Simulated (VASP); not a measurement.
A run of VASP 6.6.1 is set up as follows.

File POSCAR:

```
SiC
1.0
    0.0000000000      2.1790000000      2.1790000000
    2.1790000000      0.0000000000      2.1790000000
    2.1790000000      2.1790000000      0.0000000000
Si C
1 1
Direct
    0.0000000000      0.0000000000      0.0000000000
    0.2500000000      0.2500000000      0.2500000000
```

Contents of INCAR.step1:

```
SYSTEM = SiC
PREC = Accurate
ENCUT = 500
EDIFF = 1E-8
ISMEAR = 0
SIGMA = 0.01
LREAL = .False.
LASPH = .True.
NELM = 60
ALGO = Normal
LWAVE = .True.
LCHARG = .False.
GGA = PE
```

Contents of INCAR.step2:

```
SYSTEM = SiC
PREC = Accurate
ENCUT = 500
EDIFF = 1E-8
ISMEAR = 0
SIGMA = 0.01
LREAL = .False.
LASPH = .True.
NELM = 1
ALGO = Exact
LWAVE = .True.
LCHARG = .False.
GGA = PE
NBANDS = 404
LOPTICS = .True.
ISTART = 1
```

Contents of INCAR.step3:

```
SYSTEM = SiC
PREC = Accurate
ENCUT = 500
EDIFF = 1E-8
ISMEAR = 0
SIGMA = 0.01
LREAL = .False.
LASPH = .True.
ALGO = EVGW0
LWAVE = .False.
LCHARG = .False.
GGA = PE
NELMGW = 1
NBANDS = 404
ENCUTGW = 200
NOMEGA = 48
PRECFOCK = Fast
ISTART = 1
NBANDSGW = 12
```

Contents of KPOINTS:

```
regular mesh
0
Gamma
  2 2 2
  0 0 0
```

Potentials or basis: VASP PAW PBE potentials, release 64 (Si_GW, C_GW).

Command:

```bash
$ cat potpaw_PBE.64/Si_GW/POTCAR potpaw_PBE.64/C_GW/POTCAR > POTCAR
$ cp INCAR.step1 INCAR
$ mpirun -np 1 vasp_std > vasp.out
$ cp INCAR.step2 INCAR
$ mpirun -np 1 vasp_std > vasp.out
$ cp INCAR.step3 INCAR
$ mpirun -np 1 vasp_std > vasp.out
```

Task: Predict the quasiparticle gap.

Result: 1.59 eV.

Task: Predict the least direct quasiparticle gap.

Result: 5.11 eV.

Task: Estimate the least direct gap of the starting levels on the mesh.

Result: 4.30 eV.

Caveat: the k points lie up to 1.25 Å⁻¹ apart; bands, screening cutoff and mesh are small and nothing is extrapolated, so the quasiparticle values aren't converged.
